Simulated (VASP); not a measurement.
# ScZn3 (Fm-3m) in VASP: a series of runs

The runs below take ScZn3 through single point, with LDA.

Program: VASP 6.6.1. These are calculated values, not measurements. Logs are shortened: lines on timing, memory, paths and dates and some standing lists are left out, and cuts for length are marked.

### Step 1. The cell of the first run

Symmetry: Fm-3m, No. 225, cubic system. The conventional cell has a = 6.313 Å, b = 6.313 Å, c = 6.313 Å, α = 90.00°, β = 90.00°, γ = 90.00°. Sc (site symmetry m-3m) has 14 Zn at 2.73 to 3.16 Å within 3.6 Å. Zn (site symmetry -43m) has 4 Sc at 2.73 Å and 10 Zn at 2.73 to 3.16 Å within 3.6 Å. Zn (site symmetry m-3m) has 8 Zn at 2.73 Å and 6 Sc at 3.16 Å within 3.6 Å.

### Step 2. Single point, LDA

The input, INCAR:

```
SYSTEM = ScZn3
ALGO = Normal
EDIFF = 1E-7
ENCUT = 520
ISIF = 2
ISMEAR = -1
LASPH = .TRUE.
LCHARG = .TRUE.
LELF = .TRUE.
LREAL = .FALSE.
LVHAR = .TRUE.
LWAVE = .FALSE.
NBANDS = 32
NELM = 80
PREC = Accurate
SIGMA = 0.25
```

The input, KPOINTS:

```
k-points
0
G
  6 6 6
  0 0 0
```

The input, POSCAR:

```
ScZn3
1.0
    0.0000000000      3.1563900000      3.1563900000
    3.1563900000      0.0000000000      3.1563900000
    3.1563900000      3.1563900000      0.0000000000
Sc Zn
1 3
Direct
    0.0000000000      0.0000000000      0.0000000000
    0.2500000000      0.2500000000      0.2500000000
    0.7500000000      0.7500000000      0.7500000000
    0.5000000000      0.5000000000      0.5000000000
```

Potentials or basis: VASP PAW LDA potentials, release 64 (Sc_sv, Zn).

Started as:

```console
$ cat potpaw_LDA.64/Sc_sv/POTCAR potpaw_LDA.64/Zn/POTCAR > POTCAR
$ mpirun -np 1 vasp_std > vasp.out
```

OUTCAR:

```text
SYSTEM = ScZn3
   EDIFF = 1E-7
   ENCUT = 520
   ISIF = 2
   ISMEAR = -1
   LASPH = .TRUE.
   LREAL = .FALSE.
   NELM = 80
   PREC = Accurate

 ion  position               nearest neighbor table
   1  0.000  0.000  0.000-   3 2.73   3 2.73   3 2.73   2 2.73   3 2.73   2 2.73   2 2.73   2 2.73
                             4 3.16   4 3.16   4 3.16   4 3.16   4 3.16   4 3.16
   2  0.250  0.250  0.250-   1 2.73   1 2.73   1 2.73   1 2.73   4 2.73   4 2.73   4 2.73   4 2.73

   3  0.750  0.750  0.750-   4 2.73   4 2.73   4 2.73   1 2.73   4 2.73   1 2.73   1 2.73   1 2.73

   4  0.500  0.500  0.500-   2 2.73   2 2.73   2 2.73   2 2.73   3 2.73   3 2.73   3 2.73   3 2.73
                             1 3.16   1 3.16   1 3.16   1 3.16   1 3.16   1 3.16

  LATTYP: Found a face centered cubic cell.
 ALAT       =     6.3127800000

  Lattice vectors:

 A1 = (   0.0000000000,   3.1563900000,   3.1563900000)
 A2 = (   3.1563900000,   0.0000000000,   3.1563900000)
 A3 = (   3.1563900000,   3.1563900000,   0.0000000000)

Analysis of symmetry for initial positions (statically):
=====================================================================
 Subroutine PRICEL returns:
 Original cell was already a primitive cell.

 Routine SETGRP: Setting up the symmetry group for a
 face centered cubic supercell.

 Subroutine GETGRP returns: Found 48 space group operations
[... 9 lines left out ...]

 Routine SETGRP: Setting up the symmetry group for a
 face centered cubic supercell.

 Subroutine GETGRP returns: Found 48 space group operations
[... 11 lines left out ...]
                                     Primitive cell

  volume of cell :      62.8930

  direct lattice vectors                    reciprocal lattice vectors
     0.000000000  3.156390000  3.156390000    -0.158408815  0.158408815  0.158408815
     3.156390000  0.000000000  3.156390000     0.158408815 -0.158408815  0.158408815
     3.156390000  3.156390000  0.000000000     0.158408815  0.158408815 -0.158408815

  length of vectors
     4.463809546  4.463809546  4.463809546     0.274372116  0.274372116  0.274372116

  position of ions in fractional coordinates (direct lattice)
     0.000000000  0.000000000  0.000000000
     0.250000000  0.250000000  0.250000000
     0.750000000  0.750000000  0.750000000
     0.500000000  0.500000000  0.500000000

  ion indices of the primitive-cell ions
   primitive index   ion index
                 1           1
                 2           2
                 3           3
                 4           4

----------------------------------------------------------------------------------------

 KPOINTS: k-points

Automatic generation of k-mesh.
 Grid dimensions read from file:
 generate k-points for:    6    6    6

 Generating k-lattice:

  Cartesian coordinates                     Fractional coordinates (reciprocal lattice)
    -0.026401469  0.026401469  0.026401469     0.166666667  0.000000000  0.000000000
     0.026401469 -0.026401469  0.026401469     0.000000000  0.166666667  0.000000000
     0.026401469  0.026401469 -0.026401469     0.000000000  0.000000000  0.166666667

  Length of vectors
     0.045728686  0.045728686  0.045728686

  Shift w.r.t. Gamma in fractional coordinates (k-lattice)
     0.000000000  0.000000000  0.000000000

 Subroutine IBZKPT returns following result:
 ===========================================

 Found     16 irreducible k-points:

 Following reciprocal coordinates:
            Coordinates               Weight
  0.000000  0.000000  0.000000      1.000000
  0.166667  0.000000  0.000000      8.000000
  0.333333  0.000000  0.000000      8.000000
  0.500000  0.000000  0.000000      4.000000
  0.166667  0.166667  0.000000      6.000000
  0.333333  0.166667  0.000000     24.000000
[... 8 lines left out ...]
 -0.333333  0.333333  0.166667     24.000000
 -0.333333  0.500000  0.166667     12.000000
   k-points           NKPTS =     16   k-points in BZ     NKDIM =     16   number of bands    NBANDS=     32
   number of dos      NEDOS =    301   number of ions     NIONS =      4
   total plane-waves  NPLWV =  46656
   dimension x,y,z NGX =    36 NGY =   36 NGZ =   36
   dimension x,y,z NGXF=    72 NGYF=   72 NGZF=   72
   ions per type =               1   3
   NGX,Y,Z   is equivalent  to a cutoff of  13.41, 13.41, 13.41 a.u.
   NGXF,Y,Z  is equivalent  to a cutoff of  26.82, 26.82, 26.82 a.u.
 SYSTEM =  ScZn3
   PREC   = accura    normal or accurate (medium, high low for compatibility)
   ISTART =      0    job   : 0-new  1-cont  2-samecut
   ICHARG =      2    charge: 1-file 2-atom 10-const
   ISPIN  =      1    spin polarized calculation?
   LNONCOLLINEAR =      F non collinear calculations
   LSORBIT =      F    spin-orbit coupling
   LASPH  =      T    aspherical Exc in radial PAW
   ENCUT  =  520.0 eV  38.22 Ry    6.18 a.u.   8.30  8.30  8.30*2*pi/ulx,y,z
   NELM   =     80;   NELMIN=  2; NELMDL= -5     # of ELM steps
   EDIFF  = 0.1E-06   stopping-criterion for ELM
   LREAL  =      F    real-space projection
   EDIFFG = 0.1E-05   stopping-criterion for IOM
   NSW    =      0    number of steps for IOM
   IBRION =     -1    ionic relax: 0-MD 1-quasi-New 2-CG
   NFREE  =      0    steps in history (QN), initial steepest desc. (CG)
   ISIF   =      2    stress and relaxation
   ISYM   =      2    0-nonsym 1-usesym 2-fastsym
   POTIM  = 0.5000    time-step for ionic-motion
   TEBEG  =    0.0;   TEEND  =   0.0 temperature during run
   PSTRESS=    0.0 pullay stress
   NELECT =      47.0000    total number of electrons
   NUPDOWN=      -1.0000    fix difference up-down
   EMIN   =  10.00;   EMAX   =-10.00  energy-range for DOS
   EFERMI =   0.00;   METHOD = LEGACY
   ISMEAR =    -1;   SIGMA  =   0.25  broadening in eV -4-tet -1-fermi 0-gaus
   EFERMI_NEDOS =   21; number of points for ismear=-14 and -15
   IALGO  =     38    algorithm
   IMIX   =      4    mixing-type and parameters
     AMIX     =   0.40;   BMIX     =  1.00
     AMIX_MAG =   1.60;   BMIX_MAG =  1.00
  volume/ion in A,a.u.               =      15.72       106.11
  Fermi-wavevector in a.u.,A,eV,Ry     =   1.485617  2.807409 30.028836  2.207057
  Thomas-Fermi vector in A             =   2.599006
   LORBIT       =      0    0 simple, 1 ext, 2 COOP (PROOUT), +10 PAW based schemes
   GGA     = CA    functional components
   LHFCALC =     F    Hartree Fock is set to
   AEXX    =    0.0000 exact exchange contribution
   IVDW    =     0    specifies the selected vdW correction
   LEPSILON=     F    determine dielectric tensor
   LRPA    =     F    only Hartree local field effects (RPA)
 non-spin polarized calculation
  energy-cutoff  :      520.00
  volume of cell :       62.89
 maximum number of plane-waves:      1711
 NGX is ok and might be reduce to    36
   NGX = 17   NGY = 17   NGZ = 17

 number of electron      46.9999958 magnetization

 Free energy of the ion-electron system (eV)
  ---------------------------------------------------
  ext. energy  EPLUGINS =         0.00000000
  ---------------------------------------------------
  free energy    TOTEN  =       -13.75135469 eV

  energy without entropy =      -13.46777179  energy(sigma->0) =      -13.60956324

 E-fermi :   3.7629     XC(G=0): -11.8526

 val. band max:        3.7236047969   @ k =  -0.1667   0.1667   0.0000
 cond. band min:       3.8752449013   @ k =   0.5000   0.1667   0.0000
 fundamental gap:      0.1516401044
 Fermi energy:         3.7629308127

 k-point     1 :       0.0000    0.0000    0.0000
  band No.  band energies     occupation
      1     -45.1401      2.00000
      2     -24.1695      2.00000
      3     -24.1695      2.00000
      4     -24.1695      2.00000
      5      -5.7026      2.00000
      6      -4.3520      2.00000
[... 24 lines left out ...]
     31      10.0581      0.00000
     32      10.0581      0.00000

 k-point     2 :       0.1667    0.0000    0.0000
  band No.  band energies     occupation
      1     -45.1398      2.00000
      2     -24.1750      2.00000
      3     -24.1702      2.00000
      4     -24.1702      2.00000
      5      -5.3697      2.00000
      6      -4.2941      2.00000
[... 24 lines left out ...]
     31       8.9281      0.00000
     32       8.9281      0.00000

 k-point     3 :       0.3333    0.0000    0.0000
  band No.  band energies     occupation
      1     -45.1392      2.00000
      2     -24.1858      2.00000
      3     -24.1717      2.00000
      4     -24.1717      2.00000
      5      -4.5358      2.00000
      6      -4.1745      2.00000
[... 24 lines left out ...]
     31       8.7570      0.00000
     32       8.9738      0.00000

 k-point     4 :       0.5000    0.0000    0.0000
  band No.  band energies     occupation
      1     -45.1389      2.00000
      2     -24.1912      2.00000
      3     -24.1724      2.00000
      4     -24.1724      2.00000
      5      -4.1825      2.00000
      6      -4.1170      2.00000
[... 24 lines left out ...]
     31       9.0858      0.00000
     32      10.1313      0.00000

 k-point     5 :       0.1667    0.1667    0.0000
  band No.  band energies     occupation
      1     -45.1397      2.00000
      2     -24.1751      2.00000
      3     -24.1712      2.00000
      4     -24.1712      2.00000
      5      -5.2601      2.00000
      6      -4.2904      2.00000
[... 304 lines left out ...]
     31      13.7502      0.00000
     32      13.7502      0.00000

 k-point    14 :       0.5000    0.3333    0.1667
  band No.  band energies     occupation
      1     -45.1389      2.00000
      2     -24.1858      2.00000
      3     -24.1778      2.00000
      4     -24.1740      2.00000
      5      -4.3047      2.00000
      6      -4.2359      2.00000
[... 24 lines left out ...]
     31       9.7487      0.00000
     32      11.0653      0.00000

 k-point    15 :      -0.3333    0.3333    0.1667
  band No.  band energies     occupation
      1     -45.1387      2.00000
      2     -24.1861      2.00000
      3     -24.1808      2.00000
      4     -24.1751      2.00000
      5      -4.2442      2.00000
      6      -4.2349      2.00000
[... 24 lines left out ...]
     31      10.5903      0.00000
     32      11.2697      0.00000

 k-point    16 :      -0.3333    0.5000    0.1667
  band No.  band energies     occupation
      1     -45.1386      2.00000
      2     -24.1871      2.00000
      3     -24.1800      2.00000
      4     -24.1767      2.00000
      5      -4.3197      2.00000
      6      -4.3027      2.00000
[... 24 lines left out ...]
     31      10.5665      0.00000
     32      11.8064      0.00000

------------------------ aborting loop because EDIFF is reached ----------------------------------------

  FORCE on cell =-STRESS in cart. coord.  units (eV):
  Direction    XX          YY          ZZ          XY          YZ          ZX
  --------------------------------------------------------------------------------------
  -------------------------------------------------------------------------------------
  Total       -2.0603415     -2.0603415     -2.0603415      0.0000000      0.0000000     -0.0000000
  in kB      -52.4865260    -52.4865260    -52.4865260      0.0000000      0.0000000     -0.0000000
  external PRESSURE =     -52.4865260 kB  Pullay stress =       0.0000000 kB

 VOLUME and BASIS-vectors are now :
 -----------------------------------------------------------------------------
  energy-cutoff  :      520.00
  volume of cell :       62.89
      direct lattice vectors                 reciprocal lattice vectors
     0.000000000  3.156390000  3.156390000    -0.158408815  0.158408815  0.158408815
     3.156390000  0.000000000  3.156390000     0.158408815 -0.158408815  0.158408815
     3.156390000  3.156390000  0.000000000     0.158408815  0.158408815 -0.158408815

 POSITION                                       TOTAL-FORCE (eV/Angst)
 -----------------------------------------------------------------------------------
      0.00000      0.00000      0.00000        -0.000000     -0.000000      0.000000
      1.57820      1.57820      1.57820        -0.000000     -0.000000     -0.000000
      4.73459      4.73459      4.73459         0.000000      0.000000      0.000000
      3.15639      3.15639      3.15639        -0.000000     -0.000000      0.000000
 -----------------------------------------------------------------------------------
    total drift:                                0.000000      0.000000      0.000000

  FREE ENERGIE OF THE ION-ELECTRON SYSTEM (eV)
  ---------------------------------------------------
  free  energy   TOTEN  =       -13.7513546934 eV

  energy  without entropy=      -13.4677717902  energy(sigma->0) =      -13.60956324
```

Wall time 17 s (1 thread of Intel Xeon 6975P-C (Granite Rapids), shared host); peak memory 0.18 GiB.

What came out:

```yaml
Free_energy: -13.7514 eV
Pressure: -5.2 GPa
```

(Continued in part 2 of 2.)
